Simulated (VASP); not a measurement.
Here is a VASP 6.6.1 calculation.

The input INCAR:

```
SYSTEM = SiGe3
PREC = Accurate
ENCUT = 600
EDIFF = 1E-7
ISMEAR = 0
SIGMA = 0.1
LREAL = .FALSE.
LASPH = .TRUE.
NELM = 60
ALGO = Normal
ISIF = 3
LWAVE = .FALSE.
LCHARG = .FALSE.
GGA = PE
IBRION = 2
NSW = 100
EDIFFG = -0.01
```

The input KPOINTS:

```
Automatic mesh
0
G
  16 16 6
  0 0 0
```

The input POSCAR:

```
SiGe3
1.0
    2.9537301049      0.0000000000      0.0000000000
    0.0000000000      2.9537301049      0.0000000000
    0.0000000000      0.0000000000      8.5704150742
Si Ge
1 3
Direct
    0.5000000000      0.5000000000      0.0000000000
    0.0000000000      0.0000000000      0.7790030537
    0.5000000000      0.5000000000      0.5000000000
    0.0000000000      0.0000000000      0.2209969463
```

Potentials or basis: VASP PAW PBE potentials, release 64 (Si, Ge_d).

The run is started by

```bash
$ cat potpaw_PBE.64/Si/POTCAR potpaw_PBE.64/Ge_d/POTCAR > POTCAR
$ mpirun -np 1 vasp_std > vasp.out
```

**Question.** Predict the space group after relaxing (to 0.1 Å).

**Answer.** P4/mmm (No. 123).

**Question.** What does it give for the relaxed cell?

**Answer.** a = 2.958 Å, b = 2.958 Å, c = 8.445 Å, α = 90.00°, β = 90.00°, γ = 90.00°.

**Question.** Estimate the relaxed volume.

**Answer.** 18.48 Å³/atom.

Forces in eV/Å, atoms in the order of the input:
```
Si   0.000  0.000  0.000
Ge   0.000  0.000 -0.004
Ge   0.000  0.000  0.000
Ge   0.000  0.000  0.004
```

Caveat: the highest band is partly filled, so the run has too few bands.
